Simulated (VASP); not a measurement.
Input of a VASP 6.6.1 run:

The input INCAR:

```
PREC = Accurate ; ENCUT = 520
EDIFF = 1E-6 ; ISMEAR = 0
SIGMA = 0.1 ; LREAL = F
LASPH = T ; NELM = 100
ALGO = Normal ; ISIF = 2
LWAVE = F ; LCHARG = T
GGA = PE ; LELF = T
LVHAR = T ; NBANDS = 29
```

The input KPOINTS:

```
regular mesh
0
Gamma
  4 4 4
```

Contents of POSCAR:

```
SrAgI3
1.0
    5.8042160961      0.0000000000      0.0000000000
    0.0000000000      5.8042160961      0.0000000000
    0.0000000000      0.0000000000      5.8042160961
Sr Ag I
1 1 3
Direct
    0.0000000000      0.0000000000      0.0000000000
    0.5000000000      0.5000000000      0.5000000000
    0.5000000000      0.5000000000      0.0000000000
    0.0000000000      0.5000000000      0.5000000000
    0.5000000000      0.0000000000      0.5000000000
```

Potentials or basis: VASP PAW PBE potentials, release 64 (Sr_sv, Ag, I).

Command:

```console
$ cat potpaw_PBE.64/Sr_sv/POTCAR potpaw_PBE.64/Ag/POTCAR potpaw_PBE.64/I/POTCAR > POTCAR
$ mpirun -np 1 vasp_std > vasp.out
```

**Question.** Predict the pressure.

**Answer.** 0.0 GPa.

**Question.** Predict the band gap on the k mesh.

**Answer.** Zero (band 21 reaches 4.06 eV, above the bottom of band 22 at 3.96 eV).

Caveat: spin-orbit coupling is left out, which moves the levels of the heavy elements.
